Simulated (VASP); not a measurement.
SiN, 4 atoms in the cell. Symmetry: P6_3/mmc, No. 194, hexagonal system. The conventional cell has a = 3.059 Å, b = 3.059 Å, c = 6.983 Å, α = 90.00°, β = 90.00°, γ = 120.00°. Si (site symmetry -6m2) has 3 N at 1.77 Å within 2.3 Å. Within 2.3 Å of N (site symmetry -6m2) lie 3 Si at 1.77 Å. The cell was generated, and may not be a known phase.

| Quantity | Value |
| --- | --- |
| Program | VASP 6.6.1 |
| Task | single point |
| Functional | PBE |
| Potentials or basis | VASP PAW PBE potentials, release 64 (Si, N) |
| Cutoff | 520 eV |
| k mesh | 18 × 18 × 8 |
| Occupations | gaussian, width 0.1 eV |
| Spin | no spin polarisation |
| Dipole correction | no |
| Further INCAR settings | ALGO = Normal; EDIFF = 1e-07; NBANDS = 17 |

Potentials or basis: VASP PAW PBE potentials, release 64 (Si, N).

Run with:

```sh
$ cat potpaw_PBE.64/Si/POTCAR potpaw_PBE.64/N/POTCAR > POTCAR
$ mpirun -np 1 vasp_std > vasp.out
```

Hardware: 1 thread of AMD EPYC 7R13, on a shared host.

Task: Estimate the wall time of this run.

Result: Run time: 3.8 min on 1 thread of AMD EPYC 7R13 (shared host), peak memory 0.28 GiB. Counts: scf iterations 14, k points 185.
